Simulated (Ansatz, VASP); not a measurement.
W in VASP and in Ansatz

Contents of INCAR:

```
PREC = Accurate ; ENCUT = 520
EDIFF = 1E-6 ; ISMEAR = -1
SIGMA = 0.1 ; LREAL = False
LASPH = True ; NELM = 100
ALGO = Normal ; ISIF = 2
LWAVE = False ; LCHARG = False
GGA = PS ; NBANDS = 43
```

Contents of KPOINTS:

```
regular mesh
0
Gamma
  14 14 1
```

The input POSCAR:

```
W
1.0
    2.7313605564      0.0000000000      0.0000000000
   -0.9104535188      2.5751514284      0.0000000000
    0.0000000000      0.0000000000     24.9206000000
W
5
Direct
    0.0000000000      0.0000000000      0.3239899875
    0.5000000000      0.5000000000      0.4102844142
    0.0000000000      0.0000000000      0.5000000000
    0.5000000000      0.5000000000      0.5897155855
    0.0000000000      0.0000000000      0.6760100128
```

Input for Ansatz:

```yaml
crystal:
  lattice:
    - [2.7313605564, 0.0, 0.0]
    - [-0.9104535188, 2.5751514284, 0.0]
    - [0.0, 0.0, 24.9206]
  atoms:
    - { symbol: W, position: [0.0, 0.0, 0.3239899875] }
    - { symbol: W, position: [0.5, 0.5, 0.4102844142] }
    - { symbol: W, position: [0.0, 0.0, 0.5] }
    - { symbol: W, position: [0.5, 0.5, 0.5897155855] }
    - { symbol: W, position: [0.0, 0.0, 0.6760100128] }
kpoints:
  mp_grid: { grid: [14, 14, 1] }
scf:
  occupations: { method: fermi_dirac, width: 0.1 }
hamiltonian:
  xc: pbesol
  pseudopotentials: { kind: paw }
output:
  forces: true
  stress: true
  eigenvalues: true
  core_levels: { shells: { W: ["4f"] }, counted_from: fermi_level, add_spin: false }
```

Alike in both runs: task single point; functional PBEsol; k mesh 14 × 14 × 1; occupations fermi-dirac, width 0.1 eV; no spin polarisation.

```csv
,VASP,Ansatz
version,VASP 6.6.1,Ansatz 0.2.0
potentials or method,"VASP PAW PBE potentials, release 64 (W_sv)","PAW with Ansatz's default frozen-core files, scalar-relativistic"
plane-wave cutoff (eV),520,420
valence electrons in the cell,70,70
```

```csv
,VASP,Ansatz,Ansatz less VASP
rms of the force components (eV/Å),0.015,0.000,-0.0153
```

VASP's potentials were made for PBE, not for PBEsol. Atom by atom the forces differ by 0.015 eV/Å (rms over components).

Spin-orbit coupling is off throughout.
